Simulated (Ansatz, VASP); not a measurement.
Two plane-wave programs on AlN

```
CELL_PARAMETERS angstrom
3.13024 0.00000 0.00000
-1.56512 2.71087 0.00000
0.00000 0.00000 5.01798
ATOMIC_POSITIONS crystal
Al 0.33333 0.66667 0.00173
Al 0.66667 0.33333 0.50173
N 0.33333 0.66667 0.38327
N 0.66667 0.33333 0.88327
```

Alike in both runs: functional PBE; k mesh 12 × 12 × 6; no spin polarisation.

Ansatz relaxed the structure, and its values are those at the end. VASP's run is a single point on that final structure, the one shown.

|  | VASP | Ansatz |
| --- | --- | --- |
| version | VASP 6.6.1 | Ansatz 0.2.0 |
| potentials or method | VASP PAW PBE potentials, release 64 (Al, N), cutoff 520 eV | scalar-relativistic, plane waves, PAW |
| occupations | gaussian, width 0.01 eV | fixed |
| valence electrons in the cell | 16 | 16 |

```csv
,VASP,Ansatz,Ansatz less VASP
gap on the k mesh at the Fermi level (eV),4.04,4.03,-0.009
least direct gap on the mesh (eV),4.04,4.03,-0.009
pressure (GPa),-0.3,0.0,+0.27
```
